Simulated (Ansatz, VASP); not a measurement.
Two plane-wave programs on InAs

INCAR

```
  PREC = Accurate
  ENCUT = 520
  EDIFF = 1E-6
  ISMEAR = 0
  SIGMA = 0.05
  LREAL = False
  LASPH = True
  NELM = 80
  ALGO = Normal
  ISIF = 2
  LWAVE = False
  LCHARG = True
  GGA = PS
  LELF = True
  LVHAR = True
  NBANDS = 16
```

The input KPOINTS:

```
regular mesh
0
Gamma
  14 14 14
```

Contents of POSCAR:

```
InAs
1.0
    0.0000000000      2.9600079882      2.9600079882
    2.9600079882      0.0000000000      2.9600079882
    2.9600079882      2.9600079882      0.0000000000
In As
1 1
Direct
    0.0000000000      0.0000000000      0.0000000000
    0.2500000000      0.2500000000      0.2500000000
```

Input for Ansatz:

```yaml
crystal:
  lattice:
    - [0.0, 2.9600079882, 2.9600079882]
    - [2.9600079882, 0.0, 2.9600079882]
    - [2.9600079882, 2.9600079882, 0.0]
  atoms:
    - { symbol: In, position: [0.0, 0.0, 0.0] }
    - { symbol: As, position: [0.25, 0.25, 0.25] }
basis:
  ecutwfc: 420
  ecutrho_ratio: 4
kpoints:
  mp_grid: { grid: [14, 14, 14] }
hamiltonian:
  xc: pbesol
scf:
  occupations: { method: gaussian, width: 0.05 }
output:
  forces: true
  stress: true
  eigenvalues: true
```

Alike in both runs: task single point; functional PBEsol; k mesh 14 × 14 × 14; occupations gaussian, width 0.05 eV; no spin polarisation.

|  | VASP | Ansatz |
| --- | --- | --- |
| version | VASP 6.6.1 | Ansatz 0.2.0 |
| potentials or method | VASP PAW PBE potentials, release 64 (In_d, As), cutoff 520 eV | scalar-relativistic, plane waves, PAW |
| valence electrons in the cell | 18 | 28 |

|  | VASP | Ansatz | Ansatz less VASP |
| --- | --- | --- | --- |
| gap on the k mesh at the Fermi level (eV) | 0.04 | 0.03 | -0.008 |
| least direct gap on the mesh (eV) | 0.04 | 0.94 | +0.898 |
| pressure (GPa) | 5.8 | 5.7 | -0.12 |

VASP's potentials were made for PBE, not for PBEsol. One of these differences is far larger than is usual between the two programs; its cause wasn't traced. VASP's potentials hold 18 valence electrons a cell and Ansatz's 28, so a difference there can come from the potentials and not from the codes.
